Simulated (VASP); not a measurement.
Crystal: NiMoIrPdW.

```
CELL_PARAMETERS angstrom
2.76078 0.00000 0.00000
-1.38039 2.39090 0.00000
0.00000 0.00000 11.34051
ATOMIC_POSITIONS crystal
Ni 0.00000 0.00000 0.70917
Mo 0.66667 0.33333 0.29425
Pd 0.66667 0.33333 0.89901
Ir 0.00000 0.00000 0.10604
W 0.66667 0.33333 0.52921
```

Base run:

* Program: VASP 6.6.1
* Functional: BLYP
* Potentials or basis: VASP PAW PBE potentials, release 64 (Ni, Mo_sv, Pd, Ir, W_sv)
* Cutoff: 520 eV
* k mesh: 11 × 11 × 3
* Occupations: fermi-dirac, width 0.05 eV
* Spin: collinear spin, ferromagnetic start
* Starting moments: [1.0, 1.0, 0.0, 0.6, 0.0] μB

Its results: pressure 11.9 GPa; net moment 0.00 μB per cell; largest force 0.626 eV/Å.

The run is repeated on the same cell with these changes: functional from BLYP to RPBE; k mesh from 11 × 11 × 3 to 8 × 8 × 2. What comes out?

Pressure 4.4 GPa; net moment 0.00 μB per cell; largest force 0.335 eV/Å.

Several settings changed at once.

Caveats: the cell stands under pressure; the PAW data sets were made with another functional, which shifts forces and pressure a little.
